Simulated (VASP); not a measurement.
Write the native input for VASP 6.6.1 that does the following.

```yaml
Task: single point
Functional: PBE
Potentials_or_basis: VASP PAW PBE potentials, release 64 (Sn_d, Te, S)
Cutoff: 500 eV
k_mesh: 12 × 12 × 4
Occupations: gaussian, width 0.01 eV
Spin: no spin polarisation
Dipole_correction: no
Further_INCAR_settings: ALGO = Normal; EDIFF = 1e-06; NBANDS = 50
```

The structure of Sn2TeS lies in POSCAR:

```
Sn2TeS
1.0
    4.2922890897      0.0000000000      0.0000000000
   -2.1461445448      3.7172313920      0.0000000000
    0.0000000000      0.0000000000     16.8533249913
Sn Te S
4 2 2
Direct
    0.3333333333      0.6666666667      0.6128140562
    0.6666666667      0.3333333333      0.1128140562
    0.6666666667      0.3333333333      0.3490588385
    0.3333333333      0.6666666667      0.8490588385
    0.0000000000      0.0000000000      0.0117511347
    0.0000000000      0.0000000000      0.5117511347
    0.3333333333      0.6666666667      0.2763793665
    0.6666666667      0.3333333333      0.7763793665
```

One way to write it, as run:

INCAR

```
PREC = Accurate ; ENCUT = 500
EDIFF = 1E-6 ; ISMEAR = 0
SIGMA = 0.01 ; LREAL = F
LASPH = T ; NELM = 120
ALGO = Normal ; ISIF = 2
LWAVE = F ; LCHARG = F
GGA = PE ; NBANDS = 50
GGA_COMPAT = F
```

KPOINTS

```
regular mesh
0
Gamma
  12 12 4
```

Potentials or basis: VASP PAW PBE potentials, release 64 (Sn_d, Te, S).

Command:

```bash
$ cat potpaw_PBE.64/Sn_d/POTCAR potpaw_PBE.64/Te/POTCAR potpaw_PBE.64/S/POTCAR > POTCAR
$ mpirun -np 1 vasp_std > vasp.out
```

It gave:

| Item | Value |
| --- | --- |
| Pressure | -1.5 GPa |
| Largest force | 0.023 eV/Å |
| Band gap on the k mesh | 0.40 eV (least direct gap 1.15 eV) |

Caveat: semilocal functionals underestimate gaps, and a narrow one can read as zero; spin-orbit coupling is left out, which moves the levels of the heavy elements.

Run time: 15 min on 1 thread of Intel(R) Xeon(R) 6975P-C (Granite Rapids), on a shared host, peak memory 0.75 GiB.
